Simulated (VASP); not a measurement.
# HoSiI4 in VASP: further runs

Runs on HoSiI4. Level: PBE. Tasks: single point.

Program: VASP 6.6.1. These are calculated values, not measurements. Logs are shortened: lines on timing, memory, paths and dates and some standing lists are left out, and cuts for length are marked.

**1. The cell of the first run**

The structure is tetragonal, space group P4/mmm (No. 123). The conventional cell has a = 4.175 Å, b = 4.175 Å, c = 14.839 Å, α = 90.00°, β = 90.00°, γ = 90.00°. Within 3.9 Å of Ho (site symmetry 4/mmm) lie 4 I at 2.95 Å. Within 3.9 Å of Si (site symmetry 4/mmm) lie 4 I at 2.95 Å. Within 4.0 Å of I (site symmetry 4/mmm) lie 4 Si at 2.95 Å and 2 I at 3.98 Å. I (site symmetry 4mm) has 6 I at 3.44 to 4.18 Å and 4 Ho at 4.53 Å within 4.6 Å. I (site symmetry 4/mmm) has 4 Ho at 2.95 Å and 2 I at 3.44 Å within 3.9 Å.

The cell was built from a structure type or drawn by symmetry, and may not be a known phase.

**2. Single point, PBE**

Input file INCAR:

```
PREC = Accurate
ENCUT = 500
EDIFF = 1E-6
ISMEAR = 0
SIGMA = 0.2
LREAL = False
LASPH = True
NELM = 200
ALGO = Normal
ISIF = 2
LWAVE = False
LCHARG = True
GGA = PE
LELF = True
LVHAR = True
NBANDS = 30
GGA_COMPAT = False
LMAXMIX = 6
```

Input file KPOINTS:

```
regular mesh
0
Gamma
  3 3 2
```

Input file POSCAR:

```
HoSiI4
1.0
    4.1753249224      0.0000000000      0.0000000000
    0.0000000000      4.1753249224      0.0000000000
    0.0000000000      0.0000000000     14.8386461116
Ho Si I
1 1 4
Direct
    0.5000000000      0.5000000000      0.0000000000
    0.5000000000      0.5000000000      0.5000000000
    0.0000000000      0.0000000000      0.5000000000
    0.0000000000      0.0000000000      0.7681604469
    0.0000000000      0.0000000000      0.2318395531
    0.0000000000      0.0000000000      0.0000000000
```

Potentials or basis: VASP PAW PBE potentials, release 64 (Ho_3, Si, I), 4f in core.

Launch:

```sh
> cat potpaw_PBE.64/Ho_3/POTCAR potpaw_PBE.64/Si/POTCAR potpaw_PBE.64/I/POTCAR > POTCAR
> mpirun -np 1 vasp_std > vasp.out
```

OUTCAR:

```text
PREC = Accurate
   ENCUT = 500
   EDIFF = 1E-6
   ISMEAR = 0
   LREAL = False
   LASPH = True
   NELM = 200
   ISIF = 2
   GGA = PE

 ion  position               nearest neighbor table
   1  0.500  0.500  0.000-   6 2.95   6 2.95   6 2.95   6 2.95
   2  0.500  0.500  0.500-   3 2.95   3 2.95   3 2.95   3 2.95
   3  0.000  0.000  0.500-   2 2.95   2 2.95   2 2.95   2 2.95
   4  0.000  0.000  0.768-   6 3.44
   5  0.000  0.000  0.232-   6 3.44
   6  0.000  0.000  0.000-   1 2.95   1 2.95   1 2.95   1 2.95   5 3.44   4 3.44

  LATTYP: Found a simple tetragonal cell.
 ALAT       =     4.1753249224
 C/A-ratio  =     3.5538901492

  Lattice vectors:

 A1 = (   4.1753249224,   0.0000000000,   0.0000000000)
 A2 = (   0.0000000000,   4.1753249224,   0.0000000000)
 A3 = (   0.0000000000,   0.0000000000,  14.8386461116)

Analysis of symmetry for initial positions (statically):
=====================================================================
 Subroutine PRICEL returns:
 Original cell was already a primitive cell.

 Routine SETGRP: Setting up the symmetry group for a
 simple tetragonal supercell.

 Subroutine GETGRP returns: Found 16 space group operations
 (whereof 16 operations were pure point group operations)
 out of a pool of 16 trial point group operations.

The static configuration has the point symmetry D_4h.

Analysis of symmetry for dynamics (positions and initial velocities):
=====================================================================
 Subroutine PRICEL returns:
 Original cell was already a primitive cell.

 Routine SETGRP: Setting up the symmetry group for a
 simple tetragonal supercell.

 Subroutine GETGRP returns: Found 16 space group operations
 (whereof 16 operations were pure point group operations)
 out of a pool of 16 trial point group operations.

The dynamic configuration has the point symmetry D_4h.

 Subroutine INISYM returns: Found 16 space group operations
 (whereof 16 operations are pure point group operations),
 and found     1 'primitive' translations

----------------------------------------------------------------------------------------

                                     Primitive cell

  volume of cell :     258.6871

  direct lattice vectors                    reciprocal lattice vectors
     4.175324922  0.000000000  0.000000000     0.239502319  0.000000000  0.000000000
     0.000000000  4.175324922  0.000000000     0.000000000  0.239502319  0.000000000
     0.000000000  0.000000000 14.838646112     0.000000000  0.000000000  0.067391593

  length of vectors
     4.175324922  4.175324922 14.838646112     0.239502319  0.239502319  0.067391593

  position of ions in fractional coordinates (direct lattice)
     0.500000000  0.500000000  0.000000000
     0.500000000  0.500000000  0.500000000
     0.000000000  0.000000000  0.500000000
     0.000000000  0.000000000  0.768160447
     0.000000000  0.000000000  0.231839553
     0.000000000  0.000000000  0.000000000

  ion indices of the primitive-cell ions
   primitive index   ion index
                 1           1
                 2           2
                 3           3
                 4           4
                 5           5
                 6           6

----------------------------------------------------------------------------------------

 KPOINTS: regular mesh

Automatic generation of k-mesh.
 Grid dimensions read from file:
 generate k-points for:    3    3    2

 Generating k-lattice:

  Cartesian coordinates                     Fractional coordinates (reciprocal lattice)
     0.079834106  0.000000000  0.000000000     0.333333333  0.000000000  0.000000000
     0.000000000  0.079834106  0.000000000     0.000000000  0.333333333  0.000000000
     0.000000000  0.000000000  0.033695797     0.000000000  0.000000000  0.500000000

  Length of vectors
     0.079834106  0.079834106  0.033695797

  Shift w.r.t. Gamma in fractional coordinates (k-lattice)
     0.000000000  0.000000000  0.000000000

 Subroutine IBZKPT returns following result:
 ===========================================

 Found      6 irreducible k-points:

 Following reciprocal coordinates:
            Coordinates               Weight
  0.000000  0.000000  0.000000      1.000000
  0.333333  0.000000  0.000000      4.000000
  0.333333  0.333333  0.000000      4.000000
  0.000000  0.000000  0.500000      1.000000
  0.333333  0.000000  0.500000      4.000000
  0.333333  0.333333  0.500000      4.000000
   k-points           NKPTS =      6   k-points in BZ     NKDIM =      6   number of bands    NBANDS=     30
   number of dos      NEDOS =    301   number of ions     NIONS =      6
   total plane-waves  NPLWV =  97200
   dimension x,y,z NGX =    30 NGY =   30 NGZ =  108
   dimension x,y,z NGXF=    60 NGYF=   60 NGZF=  216
   ions per type =               1   1   4
   NGX,Y,Z   is equivalent  to a cutoff of  11.94, 11.94, 12.10 a.u.
   NGXF,Y,Z  is equivalent  to a cutoff of  23.89, 23.89, 24.20 a.u.
 SYSTEM =  unknown system
   PREC   = accura    normal or accurate (medium, high low for compatibility)
   ISTART =      0    job   : 0-new  1-cont  2-samecut
   ICHARG =      2    charge: 1-file 2-atom 10-const
   ISPIN  =      1    spin polarized calculation?
   LNONCOLLINEAR =      F non collinear calculations
   LSORBIT =      F    spin-orbit coupling
   LASPH  =      T    aspherical Exc in radial PAW
   ENCUT  =  500.0 eV  36.75 Ry    6.06 a.u.   7.61  7.61 27.05*2*pi/ulx,y,z
   NELM   =    200;   NELMIN=  2; NELMDL= -5     # of ELM steps
   EDIFF  = 0.1E-05   stopping-criterion for ELM
   LREAL  =      F    real-space projection
   EDIFFG = 0.1E-04   stopping-criterion for IOM
   NSW    =      0    number of steps for IOM
   IBRION =     -1    ionic relax: 0-MD 1-quasi-New 2-CG
   NFREE  =      0    steps in history (QN), initial steepest desc. (CG)
   ISIF   =      2    stress and relaxation
   ISYM   =      2    0-nonsym 1-usesym 2-fastsym
   POTIM  = 0.5000    time-step for ionic-motion
   TEBEG  =    0.0;   TEEND  =   0.0 temperature during run
   PSTRESS=    0.0 pullay stress
   NELECT =      41.0000    total number of electrons
   NUPDOWN=      -1.0000    fix difference up-down
   EMIN   =  10.00;   EMAX   =-10.00  energy-range for DOS
   EFERMI =   0.00;   METHOD = LEGACY
   ISMEAR =     0;   SIGMA  =   0.20  broadening in eV -4-tet -1-fermi 0-gaus
   EFERMI_NEDOS =   21; number of points for ismear=-14 and -15
   IALGO  =     38    algorithm
   IMIX   =      4    mixing-type and parameters
     AMIX     =   0.40;   BMIX     =  1.00
     AMIX_MAG =   1.60;   BMIX_MAG =  1.00
  volume/ion in A,a.u.               =      43.11       290.95
  Fermi-wavevector in a.u.,A,eV,Ry     =   0.885954  1.674210 10.679410  0.784914
  Thomas-Fermi vector in A             =   2.007056
   LORBIT       =      0    0 simple, 1 ext, 2 COOP (PROOUT), +10 PAW based schemes
   GGA     = PE    functional components
   LHFCALC =     F    Hartree Fock is set to
   AEXX    =    0.0000 exact exchange contribution
   IVDW    =     0    specifies the selected vdW correction
   LEPSILON=     F    determine dielectric tensor
   LRPA    =     F    only Hartree local field effects (RPA)
 non-spin polarized calculation
 Gauss-broadening in eV      SIGMA  =   0.20
  energy-cutoff  :      500.00
  volume of cell :      258.69
 maximum number of plane-waves:      6590
 NGX is ok and might be reduce to    30
   NGX = 15   NGY = 15   NGZ = 55

 number of electron      40.9999989 magnetization

 Free energy of the ion-electron system (eV)
  ---------------------------------------------------
  ext. energy  EPLUGINS =         0.00000000
  ---------------------------------------------------
  free energy    TOTEN  =       -14.16969772 eV

  energy without entropy =      -13.90177972  energy(sigma->0) =      -14.03573872

 E-fermi :   2.6586     XC(G=0):  -7.7032

 val. band max:        2.5752357163   @ k =   0.3333   0.0000   0.0000
 cond. band min:       2.6600661132   @ k =   0.3333   0.0000   0.5000
 fundamental gap:      0.0848303970
 Fermi energy:         2.6585964533

 k-point     1 :       0.0000    0.0000    0.0000
  band No.  band energies     occupation
      1     -23.6396      2.00000
      2     -23.4614      2.00000
      3     -23.4614      2.00000
      4     -12.8225      2.00000
      5     -11.8076      2.00000
      6      -8.7642      2.00000
[... 22 lines left out ...]
     29       5.7859      0.00000
     30       5.7859      0.00000

 k-point     2 :       0.3333    0.0000    0.0000
  band No.  band energies     occupation
      1     -23.6351      2.00000
      2     -23.5374      2.00000
      3     -23.4467      2.00000
      4     -12.3869      2.00000
      5     -11.4692      2.00000
      6      -8.6155      2.00000
[... 22 lines left out ...]
     29       5.7484      0.00000
     30       6.1823      0.00000

 k-point     3 :       0.3333    0.3333    0.0000
  band No.  band energies     occupation
      1     -23.6313      2.00000
      2     -23.5175      2.00000
      3     -23.5111      2.00000
      4     -12.3814      2.00000
      5     -11.2076      2.00000
      6      -8.4709      2.00000
[... 22 lines left out ...]
     29       6.4799      0.00000
     30       6.7826      0.00000

 k-point     4 :       0.0000    0.0000    0.5000
  band No.  band energies     occupation
      1     -23.6396      2.00000
      2     -23.4614      2.00000
      3     -23.4614      2.00000
      4     -12.8225      2.00000
      5     -11.8076      2.00000
      6      -8.7573      2.00000
[... 22 lines left out ...]
     29       5.7859      0.00000
     30       5.7863      0.00000

 k-point     5 :       0.3333    0.0000    0.5000
  band No.  band energies     occupation
      1     -23.6351      2.00000
      2     -23.5374      2.00000
      3     -23.4467      2.00000
      4     -12.3869      2.00000
      5     -11.4692      2.00000
      6      -8.6091      2.00000
[... 22 lines left out ...]
     29       5.7217      0.00000
     30       6.1885      0.00000

 k-point     6 :       0.3333    0.3333    0.5000
  band No.  band energies     occupation
      1     -23.6313      2.00000
      2     -23.5175      2.00000
      3     -23.5111      2.00000
      4     -12.3813      2.00000
      5     -11.2076      2.00000
      6      -8.4648      2.00000
[... 22 lines left out ...]
     29       6.4957      0.00000
     30       6.7867      0.00000

------------------------ aborting loop because EDIFF is reached ----------------------------------------

  FORCE on cell =-STRESS in cart. coord.  units (eV):
  Direction    XX          YY          ZZ          XY          YZ          ZX
  --------------------------------------------------------------------------------------
  -------------------------------------------------------------------------------------
  Total        0.0561987      0.0561987      1.1670437      0.0000000      0.0000000      0.0000000
  in kB        0.3480662      0.3480662      7.2280785      0.0000000      0.0000000      0.0000000
  external PRESSURE =       2.6414036 kB  Pullay stress =       0.0000000 kB

 VOLUME and BASIS-vectors are now :
 -----------------------------------------------------------------------------
  energy-cutoff  :      500.00
  volume of cell :      258.69
      direct lattice vectors                 reciprocal lattice vectors
     4.175324922  0.000000000  0.000000000     0.239502319  0.000000000  0.000000000
     0.000000000  4.175324922  0.000000000     0.000000000  0.239502319  0.000000000
     0.000000000  0.000000000 14.838646112     0.000000000  0.000000000  0.067391593

 POSITION                                       TOTAL-FORCE (eV/Angst)
 -----------------------------------------------------------------------------------
      2.08766      2.08766      0.00000         0.000000      0.000000      0.000000
      2.08766      2.08766      7.41932         0.000000      0.000000      0.000000
      0.00000      0.00000      7.41932         0.000000      0.000000      0.000000
      0.00000      0.00000     11.39846         0.000000      0.000000     -0.017726
      0.00000      0.00000      3.44019         0.000000      0.000000      0.017726
      0.00000      0.00000      0.00000         0.000000      0.000000      0.000000
 -----------------------------------------------------------------------------------
    total drift:                                0.000000      0.000000      0.000000

  FREE ENERGIE OF THE ION-ELECTRON SYSTEM (eV)
  ---------------------------------------------------
  free  energy   TOTEN  =       -14.1696977177 eV

  energy  without entropy=      -13.9017797169  energy(sigma->0) =      -14.03573872
```

Wall time 41 s (1 thread of Intel Xeon 6975P-C (Granite Rapids), shared host); peak memory 0.31 GiB.

Results:

* Free energy: -14.1697 eV
* Pressure: 0.3 GPa
* Largest force: 0.018 eV/Å
* Band gap on the k mesh: zero (an odd number of electrons rules out a gap without spin polarisation)

Forces in eV/Å, atoms in the order of the input:
```
Ho   0.000  0.000  0.000
Si   0.000  0.000  0.000
I    0.000  0.000  0.000
I    0.000  0.000 -0.018
I    0.000  0.000  0.018
I    0.000  0.000  0.000
```

Stress tensor (GPa, compression positive):
```
0.03 0.00 0.00
0.00 0.03 0.00
0.00 0.00 0.72
```

Caveat: the k points lie up to 0.50 Å⁻¹ apart, too coarse for converged energies and pressures of a metal; spin-orbit coupling is left out, which moves the levels of the heavy elements; this functional lacks dispersion, which binds the layers, so the pressure and a relaxed spacing across them are unreliable; the 4f electrons are frozen in the core, so they carry no moment and show no levels; an odd number of electrons without spin polarisation forces a metal; a magnetic or distorted state may lie lower; the run has no spin polarisation, though such a crystal can be magnetic. Spin polarisation is off, so any magnetic state and its effect on volume and gap are missing.

**3. Single point, PBE**

This run uses another cell than the first one, of 36.91 Å³/atom.

Input file INCAR:

```
  ALGO = Normal
  EDIFF = 1E-6
  ENCUT = 500
  GGA = PE
  GGA_COMPAT = F
  ISIF = 2
  ISMEAR = 0
  LASPH = T
  LCHARG = F
  LMAXMIX = 6
  LREAL = F
  LWAVE = F
  NBANDS = 30
  NELM = 200
  PREC = Accurate
  SIGMA = 0.2
```

Input file KPOINTS:

```
k-points
0
Gamma
  3 3 2
```

Input file POSCAR:

```
HoSiI4
1.0
    4.3370146642     -4.2701226480      0.2874267025
    4.3370146642      4.2701226480      0.2874267025
   -0.4215635966      0.0000000000      5.9518673485
Ho Si I
1 1 4
Direct
    0.5000000000      0.5000000000      0.0000000000
    0.0000000000      0.0000000000      0.0000000000
    0.0000000000      0.5000000000      0.0000000000
    0.5000000000      0.0000000000      0.0000000000
    0.5000000000      0.5000000000      0.5000000000
    0.0000000000      0.0000000000      0.5000000000
```

Potentials or basis: VASP PAW PBE potentials, release 64 (Ho_3, Si, I), 4f in core.

Launch:

```sh
> cat potpaw_PBE.64/Ho_3/POTCAR potpaw_PBE.64/Si/POTCAR potpaw_PBE.64/I/POTCAR > POTCAR
> mpirun -np 1 vasp_std > vasp.out
```

Wall time 33 s (1 thread of Intel Xeon 6975P-C (Granite Rapids), shared host); peak memory 0.34 GiB.

It converged, with:

```
Free energy            : -18.4802 eV
Pressure               : 0.1 GPa
Band gap on the k mesh : zero (an odd number of electrons rules out a gap without spin polarisation)
```

Stress tensor (GPa, compression positive):
```
0.04 0.00 0.04
0.00 0.23 0.00
0.04 0.00 0.02
```

Levels at points of the mesh, in eV from the Fermi level:
| k point | band 17 | band 18 | band 19 | band 20 | band 21 | band 22 | band 23 | band 24 |
| --- | --- | --- | --- | --- | --- | --- | --- | --- |
| (0.00, 0.00, 0.00) | -2.90 | -2.61 | -1.63 | -1.57 | -0.46 | -0.01 | -0.01 | 0.68 |
| (0.00, 0.00, 0.50) | -3.56 | -1.94 | -1.86 | -1.42 | -0.41 | 0.35 | 0.79 | 1.05 |

Caveat: the k points lie up to 0.53 Å⁻¹ apart, too coarse for converged energies and pressures of a metal; spin-orbit coupling is left out, which moves the levels of the heavy elements; the 4f electrons are frozen in the core, so they carry no moment and show no levels; an odd number of electrons without spin polarisation forces a metal; a magnetic or distorted state may lie lower; the run has no spin polarisation, though such a crystal can be magnetic.
